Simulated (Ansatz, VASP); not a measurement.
Two plane-wave programs on Si2Mo

```
CELL_PARAMETERS angstrom
4.58547 0.00000 0.00000
-2.29274 3.97113 0.00000
0.00000 0.00000 6.57976
ATOMIC_POSITIONS crystal
Mo 0.50000 0.50000 0.83333
Mo 0.00000 0.50000 0.16667
Mo 0.50000 0.00000 0.50000
Si 0.16387 0.32775 0.50000
Si 0.67225 0.83613 0.16667
Si 0.83613 0.16387 0.83333
Si 0.83613 0.67225 0.50000
Si 0.32775 0.16387 0.16667
Si 0.16387 0.83613 0.83333
```

Alike in both runs: functional RPBE; k mesh 7 × 7 × 4; occupations fermi-dirac, width 0.05 eV; no spin polarisation.

|  | VASP | Ansatz |
| --- | --- | --- |
| version | VASP 6.6.1 | Ansatz 0.2.0 |
| potentials or method | VASP PAW PBE potentials, release 64 (Mo_sv, Si) | Ansatz PAW |
| plane-wave cutoff (eV) | 520 | 420 |
| valence electrons in the cell | 66 | 66 |
| task | single point | band structure |

Ansatz gave:

```
gap on the k mesh at the Fermi level (eV) : 0.28
least direct gap on the mesh (eV)         : 0.65
pressure (GPa)                            : 6.2
rms of the force components (eV/Å)        : 0.000
```

What did VASP give for the same quantities?

gap on the k mesh at the Fermi level (eV): 0.28; least direct gap on the mesh (eV): 0.64; pressure (GPa): 6.0; rms of the force components (eV/Å): 0.004.

VASP's potentials were made for PBE, not for RPBE. Atom by atom the forces differ by 0.004 eV/Å (rms over components). The functional is the same, so the differences come from potentials, cutoffs and numerics.

Noted on Ansatz's run: the k mesh misses the band edges, so the gap on the mesh is wider than the one along the path.
